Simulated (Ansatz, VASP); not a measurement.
**Two plane-wave programs on PtSe2**

POSCAR

```
PtSe2
1.0
    3.7240000000      0.0000000000      0.0000000000
   -1.8620000000      3.2250786037      0.0000000000
    0.0000000000      0.0000000000      5.0620000000
Pt Se
1 2
Direct
    0.0000000000      0.0000000000      0.0000000000
    0.6666666667      0.3333333333      0.7500000000
    0.3333333333      0.6666666667      0.2500000000
```

INCAR.step1

```
SYSTEM = PtSe2
PREC = Accurate
ENCUT = 600
ISMEAR = -1
SIGMA = 0.05
LREAL = .FALSE.
LASPH = .TRUE.
NELM = 150
LMAXMIX = 4
LDAU = .TRUE.
LDAUTYPE = 2
LDAUL = 2 -1
LDAUU = 8 0
LDAUJ = 0 0
GGA = PE
ALGO = Normal
EDIFF = 1E-4
LWAVE = .TRUE.
LCHARG = .FALSE.
```

INCAR.step2

```
SYSTEM = PtSe2
PREC = Accurate
ENCUT = 600
EDIFF = 1E-7
ISMEAR = -1
SIGMA = 0.05
LREAL = .FALSE.
LASPH = .TRUE.
NELM = 150
ALGO = Normal
ISIF = 3
LWAVE = .FALSE.
LCHARG = .FALSE.
LMAXMIX = 4
LDAU = .TRUE.
LDAUTYPE = 2
LDAUL = 2 -1
LDAUU = 8 0
LDAUJ = 0 0
LDAUPRINT = 1
METAGGA = R2SCAN
LMIXTAU = .TRUE.
IBRION = 2
NSW = 60
EDIFFG = -0.01
ISTART = 1
```

Contents of KPOINTS:

```
Automatic mesh
0
G
  8 8 5
  0 0 0
```

File input.yaml:

```yaml
crystal:
  lattice:
    - [3.724, 0.0, 0.0]
    - [-1.862, 3.2250786037, 0.0]
    - [0.0, 0.0, 5.062]
  atoms:
    - { symbol: Pt, position: [0.0, 0.0, 0.0] }
    - { symbol: Se, position: [0.6666666667, 0.3333333333, 0.75] }
    - { symbol: Se, position: [0.3333333333, 0.6666666667, 0.25] }
hamiltonian:
  xc: r2scan
  pseudopotentials: { kind: paw }
  hubbard: { sites: [{ species: Pt, l: d, u_eff: 8.0 }] }
kpoints:
  mp_grid: { grid: [8, 8, 5] }
scf:
  occupations: { method: fermi_dirac, width: 0.05 }
output:
  forces: true
  stress: true
relax:
  f_tol: 0.01
  max_steps: 40
  cell: { stress_tol: 0.05 }
```

Alike in both runs: task relaxation of cell and atoms; functional r2SCAN; k mesh 8 × 8 × 5; occupations fermi-dirac, width 0.05 eV; no spin polarisation; Hubbard terms Pt d U = 8.0 eV.

```csv
,VASP,Ansatz
version,VASP 6.6.1,Ansatz 0.2.0
potentials or method,"VASP PAW PBE potentials, release 64 (Pt, Se)",Ansatz PAW
plane-wave cutoff (eV),600,500
valence electrons in the cell,22,50
```

Ansatz gave:

```
relaxed volume (Å³/atom)                                        : 20.95
relaxed length of the cell vector where the two differ most in proportion (Å) : 5.117
```

**Question.** What did VASP give for the same quantities?

**Answer.** Relaxed volume (Å³/atom): 22.90; relaxed length of the cell vector where the two differ most in proportion (Å): 5.992.

VASP's potentials were made for PBE, not for r2SCAN. The programs project onto different local orbitals, so the same U acts differently, and such runs can settle in different states. VASP's potentials hold 22 valence electrons a cell and Ansatz's 50, so a difference there can come from the potentials and not from the codes.

Neither program's run includes spin-orbit coupling. Noted on Ansatz's run: the plane-wave basis is chosen anew once the cell has moved, so the energies of steps on either side of that aren't comparable.
